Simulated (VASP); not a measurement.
A run of VASP 6.6.1 is set up as follows.

Contents of POSCAR:

```
Ru
1.0
    0.0000000000      1.8956891339      1.8956891339
    1.8956891339      0.0000000000      1.8956891339
    1.8956891339      1.8956891339      0.0000000000
Ru
1
Direct
    0.0000000000      0.0000000000      0.0000000000
```

INCAR.step1

```
SYSTEM = Ru
ALGO = Normal ; EDIFF = 1E-4
ENCUT = 600 ; GGA = PE
ISMEAR = 0 ; LASPH = .TRUE.
LCHARG = .FALSE. ; LREAL = .FALSE.
LWAVE = .TRUE. ; NELM = 100
PREC = Accurate ; SIGMA = 0.1
```

Contents of INCAR.step2:

```
SYSTEM = Ru
ALGO = Normal ; EDIFF = 1E-6
EDIFFG = -0.005 ; ENCUT = 600
IBRION = 2 ; ISIF = 3
ISMEAR = 0 ; ISTART = 1
LASPH = .TRUE. ; LCHARG = .FALSE.
LMIXTAU = .TRUE. ; LREAL = .FALSE.
LWAVE = .FALSE. ; METAGGA = R2SCAN
NELM = 100 ; NSW = 100
PREC = Accurate ; SIGMA = 0.1
```

KPOINTS

```
k-points
0
G
  18 18 18
  0 0 0
```

Potentials or basis: VASP PAW PBE potentials, release 64 (Ru_pv).

Launch:

```console
$ cat potpaw_PBE.64/Ru_pv/POTCAR > POTCAR
$ cp INCAR.step1 INCAR
$ mpirun -np 1 vasp_std > vasp.out
$ cp INCAR.step2 INCAR
$ mpirun -np 1 vasp_std > vasp.out
```

Problem. Estimate the space group after relaxing (to 0.1 Å).

Solution. Fm-3m (No. 225).

Problem. What does it give for the band gap on the k mesh?

Solution. Zero (bands 7 and 8 overlap by 3.58 eV).

Problem. Estimate the relaxed volume.

Solution. 13.61 Å³/atom.

Final structure:
```
CELL_PARAMETERS angstrom
0.00000 1.89500 1.89500
1.89500 0.00000 1.89500
1.89500 1.89500 0.00000
ATOMIC_POSITIONS crystal
Ru 0.00000 0.00000 0.00000
```

Caveat: an empty level that is flat over the whole mesh can mark a ghost state of the potentials, or a narrow d or f band; the PAW data sets were made with another functional, which shifts forces and pressure a little.
